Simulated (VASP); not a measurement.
Wanted: the native input for a VASP 6.6.1 run.

| Property | Result |
| --- | --- |
| Task | single point |
| Functional | PBE |
| Potentials or basis | VASP PAW PBE potentials, release 64 (Ag) |
| Cutoff | 520 eV |
| k mesh | 18 × 18 × 18 |
| Occupations | fermi-dirac, width 0.08 eV |
| Spin | no spin polarisation |
| Dipole correction | no |
| Further INCAR settings | ALGO = Normal; EDIFF = 1e-07; NBANDS = 12 |

The structure of Ag lies in POSCAR:

```
Ag
1.0
    0.0000000000      1.8274276406      1.8274276406
    1.8274276406      0.0000000000      1.8274276406
    1.8274276406      1.8274276406      0.0000000000
Ag
1
Direct
    0.0000000000      0.0000000000      0.0000000000
```

These files were run (other wordings do the same):

INCAR

```
ALGO = Normal ; EDIFF = 1E-7
ENCUT = 520 ; GGA = PE
ISIF = 2 ; ISMEAR = -1
LASPH = T ; LCHARG = F
LREAL = F ; LWAVE = F
NBANDS = 12 ; NELM = 100
PREC = Accurate ; SIGMA = 0.08
```

KPOINTS

```
k-points
0
Gamma
  18 18 18
```

Potentials or basis: VASP PAW PBE potentials, release 64 (Ag).

Run with:

```sh
$ cat potpaw_PBE.64/Ag/POTCAR > POTCAR
$ mpirun -np 1 vasp_std > vasp.out
```

Results of the run:

```yaml
Pressure: 100.9 GPa
Band_gap_on_the_k_mesh: zero (an odd number of electrons rules out a gap without spin polarisation)
```

Caveat: the cell stands under pressure.

Run time: 26 s on 1 thread of Intel Xeon 8259CL (shared host), peak memory 0.15 GiB.
